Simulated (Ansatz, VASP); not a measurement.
# One calculation of AlBiO4, two programs

```
CELL_PARAMETERS angstrom
3.65121 0.00000 0.00000
-1.82561 3.16204 0.00000
0.00000 0.00000 7.83448
ATOMIC_POSITIONS crystal
Al 0.00000 0.00000 0.00000
Bi 0.00000 0.00000 0.50000
O 0.00000 0.00000 0.76815
O 0.00000 0.00000 0.23185
O 0.33333 0.66667 0.00000
O 0.66667 0.33333 0.00000
```

Alike in both runs: functional PBE; k mesh 12 × 12 × 6; occupations gaussian, width 0.1 eV; no spin polarisation.

Ansatz relaxed the structure, and its values are those at the end. VASP's run is a single point on that final structure, the one shown.

```csv
,VASP,Ansatz
version,VASP 6.6.1,Ansatz 0.2.0
potentials or method,"VASP PAW PBE potentials, release 64 (Al, Bi_d, O), cutoff 520 eV","scalar-relativistic, plane waves, PAW"
valence electrons in the cell,42,42
```

Ansatz gave:

```
gap on the k mesh at the Fermi level (eV) : none
pressure (GPa)                            : 0.0
rms of the force components (eV/Å)        : 0.000
```

Question: Which values does VASP return?

Answer: gap on the k mesh at the Fermi level (eV): none; pressure (GPa): 0.0; rms of the force components (eV/Å): 0.022.

A gap of «none» marks a metal or a gap that the smearing closes.

Neither program's run includes spin-orbit coupling.
